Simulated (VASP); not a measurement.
Zn, 2 atoms in the cell. Symmetry: Fd-3m, No. 227, cubic system. The conventional cell has a = 4.296 Å, b = 4.296 Å, c = 4.296 Å, α = 90.00°, β = 90.00°, γ = 90.00°. Zn (site symmetry -43m) has 4 Zn at 1.86 Å within 2.5 Å.  This cell differs from its parent crystal: volume scaled by 0.4.

```yaml
Program: VASP 6.6.1
Task: single point
Functional: PBE
Potentials_or_basis: VASP PAW PBE potentials, release 64 (Zn)
Cutoff: 520 eV
k_mesh: 12 × 12 × 12
Occupations: fermi-dirac, width 0.05 eV
Spin: no spin polarisation
Dipole_correction: no
Further_INCAR_settings: ALGO = Normal; EDIFF = 1e-06; NBANDS = 19
```

Potentials or basis: VASP PAW PBE potentials, release 64 (Zn).

Launch:

```console
$ cat potpaw_PBE.64/Zn/POTCAR > POTCAR
$ mpirun -np 1 vasp_std > vasp.out
```

Hardware: 1 thread of AMD EPYC 9R45 96-Core Processor (Zen 5) (shared host).

Task: Estimate the wall time of this run.

Result: Wall time 12 s on 1 thread of AMD EPYC 9R45 96-Core Processor (Zen 5) (shared host), peak memory 0.12 GiB. Counts: scf iterations 12, k points 72.
